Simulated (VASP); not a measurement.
SiNi, 8 atoms in the cell. It takes space group Pnma (No. 62, orthorhombic). The conventional cell has a = 5.140 Å, b = 3.330 Å, c = 5.580 Å, α = 90.00°, β = 90.00°, γ = 90.00°. Ni (site symmetry m) has 6 Si at 2.26 to 2.39 Å and 4 Ni at 2.66 to 2.68 Å within 3.0 Å. Within 3.0 Å of Si (site symmetry m) lie 6 Ni at 2.26 to 2.39 Å and 2 Si at 2.64 Å. 

```yaml
Program: VASP 6.6.1
Task: single point
Functional: PBE
Potentials_or_basis: VASP PAW PBE potentials, release 64 (Ni, Si)
Cutoff: 600 eV
k_mesh: 4 × 6 × 4
Occupations: gaussian, width 0.1 eV
Spin: no spin polarisation
Dipole_correction: no
Further_INCAR_settings: ALGO = Normal; EDIFF = 1e-06; NBANDS = 38
```

Potentials or basis: VASP PAW PBE potentials, release 64 (Ni, Si).

Launch:

```console
$ cat potpaw_PBE.64/Ni/POTCAR potpaw_PBE.64/Si/POTCAR > POTCAR
$ mpirun -np 1 vasp_std > vasp.out
```

Hardware: 1 thread of Oxide Virtual Turin-like Processor, with other jobs on the host.

Question: Estimate the wall time of this run.

Answer: It took 3.5 min on 1 thread of Oxide Virtual Turin-like Processor (shared host), peak memory 0.25 GiB. Counts: scf iterations 15, k points 36.
